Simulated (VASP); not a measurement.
# I (Cmce) in VASP: notebook

Aim: see how the results for I move with the level of theory and the settings. Levels: LDA, RPBE, PBE-based screened hybrid with 25 % exact exchange. Tasks: single point.

All numbers are computed with VASP 6.6.1; they aren't measurements. Logs are shortened: lines on timing, memory, paths and dates and some standing lists are left out, and cuts for length are marked.

**1. The cell of the first run**

Symmetry: Cmce, No. 64, orthorhombic system. The conventional cell has a = 7.221 Å, b = 4.758 Å, c = 9.728 Å, α = 90.00°, β = 90.00°, γ = 90.00°. Within 3.6 Å of I (site symmetry m) lie 3 I at 2.66 to 3.54 Å.

**2. Single point, LDA**

Contents of INCAR:

```
SYSTEM = I
  PREC = Accurate
  ENCUT = 520
  EDIFF = 1E-7
  ISMEAR = -1
  SIGMA = 0.05
  LREAL = .FALSE.
  LASPH = .TRUE.
  NELM = 100
  ALGO = Normal
  ISIF = 2
  LWAVE = .FALSE.
  LCHARG = .FALSE.
  GGA = CA
  NBANDS = 22
```

Contents of KPOINTS:

```
regular mesh
0
G
  7 7 3
  0 0 0
```

Contents of POSCAR:

```
I
1.0
    3.6106380569     -2.3789455559      0.0000000000
    3.6106380569      2.3789455559      0.0000000000
    0.0000000000      0.0000000000      9.7277102343
I
4
Direct
    0.6493000000      0.3507000000      0.3844000000
    0.1493000000      0.8507000000      0.1156000000
    0.3507000000      0.6493000000      0.6156000000
    0.8507000000      0.1493000000      0.8844000000
```

Potentials or basis: VASP PAW LDA potentials, release 64 (I).

Run with:

```console
> cat potpaw_LDA.64/I/POTCAR > POTCAR
> mpirun -np 1 vasp_std > vasp.out
```

OUTCAR:

```text
SYSTEM = I
   PREC = Accurate
   ENCUT = 520
   EDIFF = 1E-7
   ISMEAR = -1
   LREAL = .FALSE.
   LASPH = .TRUE.
   NELM = 100
   ISIF = 2
   GGA = CA

 ion  position               nearest neighbor table
   1  0.649  0.351  0.384-   3 2.66   2 3.54   2 3.54
   2  0.149  0.851  0.116-   4 2.66   1 3.54   1 3.54
   3  0.351  0.649  0.616-   1 2.66   4 3.54   4 3.54
   4  0.851  0.149  0.884-   2 2.66   3 3.54   3 3.54

  LATTYP: Found a base centered orthorhombic cell.
 ALAT       =     4.7578911118
 B/A-ratio  =     1.5177472422
 C/A-ratio  =     2.0445424256

  Lattice vectors:

 A1 = (  -3.6106380569,  -2.3789455559,   0.0000000000)
 A2 = (   3.6106380569,  -2.3789455559,   0.0000000000)
 A3 = (   0.0000000000,   0.0000000000,   9.7277102343)

Analysis of symmetry for initial positions (statically):
=====================================================================
 Subroutine PRICEL returns:
 Original cell was already a primitive cell.

 Routine SETGRP: Setting up the symmetry group for a
 base centered orthorhombic supercell.

 Subroutine GETGRP returns: Found  8 space group operations
 (whereof  4 operations were pure point group operations)
 out of a pool of  8 trial point group operations.

The static configuration has the point symmetry C_2h.
 The point group associated with its full space group is D_2h.

Analysis of symmetry for dynamics (positions and initial velocities):
=====================================================================
 Subroutine PRICEL returns:
 Original cell was already a primitive cell.

 Routine SETGRP: Setting up the symmetry group for a
 base centered orthorhombic supercell.

 Subroutine GETGRP returns: Found  8 space group operations
 (whereof  4 operations were pure point group operations)
 out of a pool of  8 trial point group operations.

The dynamic configuration has the point symmetry C_2h.
 The point group associated with its full space group is D_2h.

 Subroutine INISYM returns: Found  8 space group operations
 (whereof  4 operations are pure point group operations),
 and found     1 'primitive' translations

----------------------------------------------------------------------------------------

                                     Primitive cell

  volume of cell :     167.1126

  direct lattice vectors                    reciprocal lattice vectors
     3.610638057 -2.378945556  0.000000000     0.138479679 -0.210177151  0.000000000
     3.610638057  2.378945556  0.000000000     0.138479679  0.210177151  0.000000000
     0.000000000  0.000000000  9.727710234     0.000000000  0.000000000  0.102799115

  length of vectors
     4.323897447  4.323897447  9.727710234     0.251696358  0.251696358  0.102799115

  position of ions in fractional coordinates (direct lattice)
     0.649300000  0.350700000  0.384400000
     0.149300000  0.850700000  0.115600000
     0.350700000  0.649300000  0.615600000
     0.850700000  0.149300000  0.884400000

  ion indices of the primitive-cell ions
   primitive index   ion index
                 1           1
                 2           2
                 3           3
                 4           4

----------------------------------------------------------------------------------------

 KPOINTS: regular mesh

Automatic generation of k-mesh.
 Grid dimensions read from file:
 generate k-points for:    7    7    3

 Generating k-lattice:

  Cartesian coordinates                     Fractional coordinates (reciprocal lattice)
     0.019782811 -0.030025307  0.000000000     0.142857143 -0.000000000  0.000000000
     0.019782811  0.030025307  0.000000000    -0.000000000  0.142857143  0.000000000
     0.000000000  0.000000000  0.034266372     0.000000000  0.000000000  0.333333333

  Length of vectors
     0.035956623  0.035956623  0.034266372

  Shift w.r.t. Gamma in fractional coordinates (k-lattice)
     0.000000000  0.000000000  0.000000000

 Subroutine IBZKPT returns following result:
 ===========================================

 Found     32 irreducible k-points:

 Following reciprocal coordinates:
            Coordinates               Weight
  0.000000  0.000000  0.000000      1.000000
  0.142857  0.000000  0.000000      4.000000
  0.285714  0.000000  0.000000      4.000000
  0.428571  0.000000  0.000000      4.000000
  0.142857  0.142857  0.000000      2.000000
  0.285714  0.142857  0.000000      4.000000
[... 16 lines left out ...]
  0.428571  0.142857  0.333333      8.000000
 -0.428571  0.142857  0.333333      8.000000
 [... further k-points ...]
   k-points           NKPTS =     32   k-points in BZ     NKDIM =     32   number of bands    NBANDS=     22
   number of dos      NEDOS =    301   number of ions     NIONS =      4
   total plane-waves  NPLWV =  73728
   dimension x,y,z NGX =    32 NGY =   32 NGZ =   72
   dimension x,y,z NGXF=    64 NGYF=   64 NGZF=  144
   ions per type =               4
   NGX,Y,Z   is equivalent  to a cutoff of  12.30, 12.30, 12.30 a.u.
   NGXF,Y,Z  is equivalent  to a cutoff of  24.61, 24.61, 24.61 a.u.
 SYSTEM =  I
   PREC   = accura    normal or accurate (medium, high low for compatibility)
   ISTART =      0    job   : 0-new  1-cont  2-samecut
   ICHARG =      2    charge: 1-file 2-atom 10-const
   ISPIN  =      1    spin polarized calculation?
   LNONCOLLINEAR =      F non collinear calculations
   LSORBIT =      F    spin-orbit coupling
   LASPH  =      T    aspherical Exc in radial PAW
   ENCUT  =  520.0 eV  38.22 Ry    6.18 a.u.   8.04  8.04 18.09*2*pi/ulx,y,z
   NELM   =    100;   NELMIN=  2; NELMDL= -5     # of ELM steps
   EDIFF  = 0.1E-06   stopping-criterion for ELM
   LREAL  =      F    real-space projection
   EDIFFG = 0.1E-05   stopping-criterion for IOM
   NSW    =      0    number of steps for IOM
   IBRION =     -1    ionic relax: 0-MD 1-quasi-New 2-CG
   NFREE  =      0    steps in history (QN), initial steepest desc. (CG)
   ISIF   =      2    stress and relaxation
   ISYM   =      2    0-nonsym 1-usesym 2-fastsym
   POTIM  = 0.5000    time-step for ionic-motion
   TEBEG  =    0.0;   TEEND  =   0.0 temperature during run
   PSTRESS=    0.0 pullay stress
   NELECT =      28.0000    total number of electrons
   NUPDOWN=      -1.0000    fix difference up-down
   EMIN   =  10.00;   EMAX   =-10.00  energy-range for DOS
   EFERMI =   0.00;   METHOD = LEGACY
   ISMEAR =    -1;   SIGMA  =   0.05  broadening in eV -4-tet -1-fermi 0-gaus
   EFERMI_NEDOS =   21; number of points for ismear=-14 and -15
   IALGO  =     38    algorithm
   IMIX   =      4    mixing-type and parameters
     AMIX     =   0.40;   BMIX     =  1.00
     AMIX_MAG =   1.60;   BMIX_MAG =  1.00
  volume/ion in A,a.u.               =      41.78       281.93
  Fermi-wavevector in a.u.,A,eV,Ry     =   0.902522  1.705519 11.082572  0.814546
  Thomas-Fermi vector in A             =   2.025736
   LORBIT       =      0    0 simple, 1 ext, 2 COOP (PROOUT), +10 PAW based schemes
   GGA     = CA    functional components
   LHFCALC =     F    Hartree Fock is set to
   AEXX    =    0.0000 exact exchange contribution
   IVDW    =     0    specifies the selected vdW correction
   LEPSILON=     F    determine dielectric tensor
   LRPA    =     F    only Hartree local field effects (RPA)
 non-spin polarized calculation
  energy-cutoff  :      520.00
  volume of cell :      167.11
 maximum number of plane-waves:      4539
   NGX = 17   NGY = 17   NGZ = 37

 number of electron      28.0000002 magnetization

 Free energy of the ion-electron system (eV)
  ---------------------------------------------------
  ext. energy  EPLUGINS =         0.00000000
  ---------------------------------------------------
  free energy    TOTEN  =        -7.81566131 eV

  energy without entropy =       -7.81566058  energy(sigma->0) =       -7.81566094

 E-fermi :   3.1976     XC(G=0):  -8.4655

 val. band max:        2.5591094830   @ k =   0.0000   0.0000   0.0000
 cond. band min:       3.8367318761   @ k =  -0.4286   0.4286   0.0000
 fundamental gap:      1.2776223931
 Fermi energy:         3.1976014296

 k-point     1 :       0.0000    0.0000    0.0000
  band No.  band energies     occupation
      1     -11.1937      2.00000
      2     -10.7178      2.00000
      3      -9.0614      2.00000
      4      -8.0539      2.00000
      5      -2.1212      2.00000
      6      -0.6887      2.00000
[... 14 lines left out ...]
     21       9.7202      0.00000
     22       9.8683      0.00000

 k-point     2 :       0.1429    0.0000    0.0000
  band No.  band energies     occupation
      1     -11.1281      2.00000
      2     -10.6903      2.00000
      3      -9.0095      2.00000
      4      -8.1071      2.00000
      5      -2.1099      2.00000
      6      -0.8549      2.00000
[... 14 lines left out ...]
     21       9.4181      0.00000
     22       9.7836      0.00000

 k-point     3 :       0.2857    0.0000    0.0000
  band No.  band energies     occupation
      1     -10.9583      2.00000
      2     -10.6396      2.00000
      3      -8.8707      2.00000
      4      -8.2573      2.00000
      5      -2.1265      2.00000
      6      -1.3662      2.00000
[... 14 lines left out ...]
     21       9.8079      0.00000
     22      10.5115      0.00000
[... 476 lines left out ...]
 k-point    23 :       0.4286    0.1429    0.3333
  band No.  band energies     occupation
      1     -10.7963      2.00000
      2     -10.6630      2.00000
      3      -8.6442      2.00000
      4      -8.3934      2.00000
      5      -1.9122      2.00000
      6      -1.5596      2.00000
[... 14 lines left out ...]
     21       9.7221      0.00000
     22      10.1139      0.00000

 k-point    24 :      -0.4286    0.1429    0.3333
  band No.  band energies     occupation
      1     -10.6906      2.00000
      2     -10.6605      2.00000
      3      -8.5869      2.00000
      4      -8.5345      2.00000
      5      -1.8652      2.00000
      6      -1.7828      2.00000
[... 14 lines left out ...]
     21      10.4433      0.00000
     22      10.8932      0.00000

 [... further k-points ...]

------------------------ aborting loop because EDIFF is reached ----------------------------------------

  FORCE on cell =-STRESS in cart. coord.  units (eV):
  Direction    XX          YY          ZZ          XY          YZ          ZX
  --------------------------------------------------------------------------------------
  -------------------------------------------------------------------------------------
  Total       -0.7548720     -1.0051095      0.5309774      0.0000000      0.0000000      0.0000000
  in kB       -7.2372709     -9.6364014      5.0907000      0.0000000      0.0000000      0.0000000
  external PRESSURE =      -3.9276574 kB  Pullay stress =       0.0000000 kB

 VOLUME and BASIS-vectors are now :
 -----------------------------------------------------------------------------
  energy-cutoff  :      520.00
  volume of cell :      167.11
      direct lattice vectors                 reciprocal lattice vectors
     3.610638057 -2.378945556  0.000000000     0.138479679 -0.210177151  0.000000000
     3.610638057  2.378945556  0.000000000     0.138479679  0.210177151  0.000000000
     0.000000000  0.000000000  9.727710234     0.000000000  0.000000000  0.102799115

 POSITION                                       TOTAL-FORCE (eV/Angst)
 -----------------------------------------------------------------------------------
      3.61064     -0.71035      3.73933         0.000000     -0.418282     -0.804618
      3.61064      1.66859      1.12452         0.000000     -0.418282      0.804618
      3.61064      0.71035      5.98838         0.000000      0.418282      0.804618
      3.61064     -1.66859      8.60319         0.000000      0.418282     -0.804618
 -----------------------------------------------------------------------------------
    total drift:                               -0.000000     -0.000000     -0.000000

  FREE ENERGIE OF THE ION-ELECTRON SYSTEM (eV)
  ---------------------------------------------------
  free  energy   TOTEN  =        -7.8156613091 eV

  energy  without entropy=       -7.8156605760  energy(sigma->0) =       -7.81566094
```

Wall time 54 s (1 thread of Intel Xeon 6975P-C (Granite Rapids), shared host); peak memory 0.24 GiB.

Results:

```yaml
Free_energy: -7.8157 eV
Pressure: -0.4 GPa
Largest_force: 0.907 eV/Å
Band_gap_on_the_k_mesh: 1.28 eV (least direct gap 1.37 eV)
```

Forces in eV/Å, atoms in the order of the input:
```
I    0.000 -0.418 -0.805
I    0.000 -0.418  0.805
I    0.000  0.418  0.805
I    0.000  0.418 -0.805
```

Caveat: spin-orbit coupling is left out, which moves the levels of the heavy elements; an odd mesh through Γ misses points on the zone boundary, where band edges can lie.

**3. Single point, RPBE**

This run uses another cell than the first one, of 42.63 Å³/atom.

Contents of INCAR:

```
PREC     = Accurate       # precision mode
ENCUT    = 520            # plane-wave cutoff, eV
EDIFF    = 1E-6           # SCF threshold, eV
ISMEAR   = -1             # smearing method
SIGMA    = 0.05           # smearing width, eV
LREAL    = F              # projectors in reciprocal space
LASPH    = T              # aspherical terms in the spheres
NELM     = 80             # most SCF steps
ALGO     = Normal         # electronic algorithm
ISIF     = 2              # what is computed and relaxed
LWAVE    = F              # write WAVECAR
LCHARG   = F              # write CHGCAR
GGA      = RP             # functional
NBANDS   = 22             # bands
```

Contents of KPOINTS:

```
regular mesh
0
Gamma
  7 7 3
```

Contents of POSCAR:

```
I
1.0
    3.6350350000     -2.3950200000      0.0000000000
    3.6350350000      2.3950200000      0.0000000000
    0.0000000000      0.0000000000      9.7934400000
I
4
Direct
    0.6493000000      0.3507000000      0.3844000000
    0.1493000000      0.8507000000      0.1156000000
    0.3507000000      0.6493000000      0.6156000000
    0.8507000000      0.1493000000      0.8844000000
```

Potentials or basis: VASP PAW PBE potentials, release 64 (I).

Run with:

```console
> cat potpaw_PBE.64/I/POTCAR > POTCAR
> mpirun -np 1 vasp_std > vasp.out
```

It took 61 s on 1 thread of Intel Xeon 6975P-C (Granite Rapids), shared host; peak memory 0.3 GiB.

Results (log left out):

| Item | Value |
| --- | --- |
| Free energy | -4.8039 eV |
| Pressure | 3.1 GPa |
| Largest force | 0.821 eV/Å |
| Band gap on the k mesh | 1.38 eV (least direct gap 1.46 eV) |

Forces in eV/Å, atoms in the order of the input:
```
I    0.000 -0.383 -0.727
I    0.000 -0.383  0.727
I    0.000  0.383  0.727
I    0.000  0.383 -0.727
```

Stress tensor (GPa, compression positive):
```
2.57 0.00 0.00
0.00 2.73 0.00
0.00 0.00 4.06
```

Levels at points of the mesh, in eV from the valence-band top:
```
           k point  band 12  band 13  band 14  band 15  band 16  band 17
(0.00, 0.00, 0.00)    -0.52    -0.07     0.00     1.46     2.28     5.46
```

Caveat: the cell stands under pressure; this functional lacks dispersion, which holds the molecules together, so the pressure and a relaxed volume are unreliable; the PAW data sets were made with another functional, which shifts forces and pressure a little; spin-orbit coupling is left out, which moves the levels of the heavy elements; an odd mesh through Γ misses points on the zone boundary, where band edges can lie.

**4. Single point, LDA**

This run uses another cell than the first one, of 43.48 Å³/atom.

Contents of INCAR:

```
SYSTEM = I
PREC = Accurate ; ENCUT = 520
EDIFF = 1E-6 ; ISMEAR = -1
SIGMA = 0.05 ; LREAL = .FALSE.
LASPH = .TRUE. ; NELM = 60
ALGO = Normal ; ISIF = 2
LWAVE = .FALSE. ; LCHARG = .FALSE.
GGA = CA ; NBANDS = 22
```

Contents of KPOINTS:

```
regular mesh
0
G
  7 7 3
  0 0 0
```

Contents of POSCAR:

```
I
1.0
    3.6591087810     -2.4108815219      0.0000000000
    3.6591087810      2.4108815219      0.0000000000
    0.0000000000      0.0000000000      9.8582991087
I
4
Direct
    0.6493000000      0.3507000000      0.3844000000
    0.1493000000      0.8507000000      0.1156000000
    0.3507000000      0.6493000000      0.6156000000
    0.8507000000      0.1493000000      0.8844000000
```

Potentials or basis: VASP PAW LDA potentials, release 64 (I).

Run with:

```console
> cat potpaw_LDA.64/I/POTCAR > POTCAR
> mpirun -np 1 vasp_std > vasp.out
```

It took 86 s on 1 thread of Intel Xeon 6975P-C (Granite Rapids), shared host; peak memory 0.28 GiB.

It converged, with:

```
Free energy            : -7.7781 eV
Pressure               : -1.3 GPa
Largest force          : 0.562 eV/Å
Band gap on the k mesh : 1.19 eV (least direct gap 1.26 eV)
```

Forces in eV/Å, atoms in the order of the input:
```
I    0.000 -0.208 -0.522
I    0.000 -0.208  0.522
I    0.000  0.208  0.522
I    0.000  0.208 -0.522
```

Stress tensor (GPa, compression positive):
```
-0.85  0.00  0.00
 0.00 -1.84  0.00
 0.00  0.00 -1.34
```

Levels at points of the mesh, in eV from the valence-band top:
| k point | band 11 | band 12 | band 13 | band 14 | band 15 | band 16 | band 17 | band 18 |
| --- | --- | --- | --- | --- | --- | --- | --- | --- |
| (0.00, 0.00, 0.00) | -1.10 | -0.54 | -0.06 | 0.00 | 1.26 | 2.10 | 4.98 | 5.14 |

Caveat: spin-orbit coupling is left out, which moves the levels of the heavy elements; an odd mesh through Γ misses points on the zone boundary, where band edges can lie.

**5. Single point, LDA**

This run uses another cell than the first one, of 45.19 Å³/atom.

Contents of INCAR:

```
SYSTEM = I
PREC = Accurate
ENCUT = 520
EDIFF = 1E-6
ISMEAR = -1
SIGMA = 0.05
LREAL = .False.
LASPH = .True.
NELM = 80
ALGO = Normal
ISIF = 2
LWAVE = .False.
LCHARG = .True.
LELF = .True.
LVHAR = .True.
NBANDS = 22
```

Contents of KPOINTS:

```
regular mesh
0
Gamma
  7 7 3
  0 0 0
```

Contents of POSCAR:

```
I
1.0
    3.7063282960     -2.4419931020      0.0000000000
    3.7063282960      2.4419931020      0.0000000000
    0.0000000000      0.0000000000      9.9855169996
I
4
Direct
    0.6493000000      0.3507000000      0.3844000000
    0.1493000000      0.8507000000      0.1156000000
    0.3507000000      0.6493000000      0.6156000000
    0.8507000000      0.1493000000      0.8844000000
```

Run with:

```console
> cat potpaw_LDA.64/I/POTCAR > POTCAR
> mpirun -np 1 vasp_std > vasp.out
```

Run time: 87 s. Hardware: 1 thread of Intel Xeon 6975P-C (Granite Rapids), shared host; peak memory 0.28 GiB.

It converged, with:

```yaml
Free_energy: -7.7048 eV
Pressure: -2.1 GPa
Largest_force: 0.279 eV/Å
Band_gap_on_the_k_mesh: 1.11 eV (least direct gap 1.17 eV)
```

Forces in eV/Å, atoms in the order of the input:
```
I    0.000 -0.028 -0.278
I    0.000 -0.028  0.278
I    0.000  0.028  0.278
I    0.000  0.028 -0.278
```

Stress tensor (GPa, compression positive):
```
-0.93  0.00  0.00
 0.00 -2.51  0.00
 0.00  0.00 -2.80
```

Levels at points of the mesh, in eV from the valence-band top:
| k point | band 10 | band 11 | band 12 | band 13 | band 14 | band 15 | band 16 | band 17 | band 18 | band 19 |
| --- | --- | --- | --- | --- | --- | --- | --- | --- | --- | --- |
| (0.00, 0.00, 0.00) | -1.06 | -1.05 | -0.51 | -0.06 | 0.00 | 1.17 | 1.98 | 4.94 | 5.25 | 5.31 |

Caveat: spin-orbit coupling is left out, which moves the levels of the heavy elements; an odd mesh through Γ misses points on the zone boundary, where band edges can lie.

(Part 1 of 2 ends here.)
